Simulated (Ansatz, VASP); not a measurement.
**Co: VASP beside Ansatz**

```xyz
2
Lattice="2.4691 0.0000 0.0000 -1.2345 2.1383 0.0000 0.0000 0.0000 3.9936" Properties=species:S:1:pos:R:3 pbc="T T T"
Co    0.0000    1.4255    0.9984
Co    1.2345    0.7128    2.9952
```

Alike in both runs: functional PBE; dispersion D3(BJ); k mesh 18 × 18 × 10; occupations gaussian, width 0.1 eV; collinear spin.

Ansatz relaxed the structure, and its values are those at the end. VASP's run is a single point on that final structure, the one shown.

```csv
,VASP,Ansatz
version,VASP 6.6.1,Ansatz 0.2.0
potentials or method,"VASP PAW PBE potentials, release 64 (Co), cutoff 520 eV","scalar-relativistic, plane waves, PAW"
valence electrons in the cell,18,34
```

```csv
,VASP,Ansatz,Ansatz less VASP
gap on the k mesh at the Fermi level (eV),none,none,-
pressure (GPa),-0.9,0.0,+0.83
net moment per atom (μB),1.58,1.59,+0.005
size of the moment on the site where the two differ most (μB),1.59,1.66,+0.065
```

Site moments also hang on the region over which each program counts them. A gap of «none» marks a metal or a gap that the smearing closes. VASP's potentials hold 18 valence electrons a cell and Ansatz's 34, so a difference there can come from the potentials and not from the codes.
